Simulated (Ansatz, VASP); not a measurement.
## Two plane-wave programs on NiGe

```
Ni Ge
1.0
     5.39386    0.00000    0.00000
     0.00000    3.48238    0.00000
     0.00000    0.00000    5.84629
Ni Ge
4 4
Direct
  0.99427 0.75000 0.19034
  0.00573 0.25000 0.80966
  0.50573 0.25000 0.69034
  0.49427 0.75000 0.30966
  0.81027 0.75000 0.58742
  0.18973 0.25000 0.41258
  0.68973 0.25000 0.08742
  0.31027 0.75000 0.91258
```

Alike in both runs: functional PBE; k mesh 8 × 10 × 6; occupations gaussian, width 0.1 eV; no spin polarisation.

Ansatz relaxed the structure, and its values are those at the end. VASP's run is a single point on that final structure, the one shown.

|  | VASP | Ansatz |
| --- | --- | --- |
| version | VASP 6.6.1 | Ansatz 0.2.0 |
| potentials or method | VASP PAW PBE potentials, release 64 (Ni, Ge_d), cutoff 520 eV | scalar-relativistic, plane waves, PAW |
| valence electrons in the cell | 96 | 128 |

VASP gave:

- gap on the k mesh at the Fermi level (eV): none
- pressure (GPa): 0.2
- rms of the force components (eV/Å): 0.004

Task: What did Ansatz give for the same quantities?

Result: gap on the k mesh at the Fermi level (eV): none; pressure (GPa): 0.0; rms of the force components (eV/Å): 0.001.

A gap of «none» marks a metal or a gap that the smearing closes. VASP's potentials hold 96 valence electrons a cell and Ansatz's 128, so a difference there can come from the potentials and not from the codes.
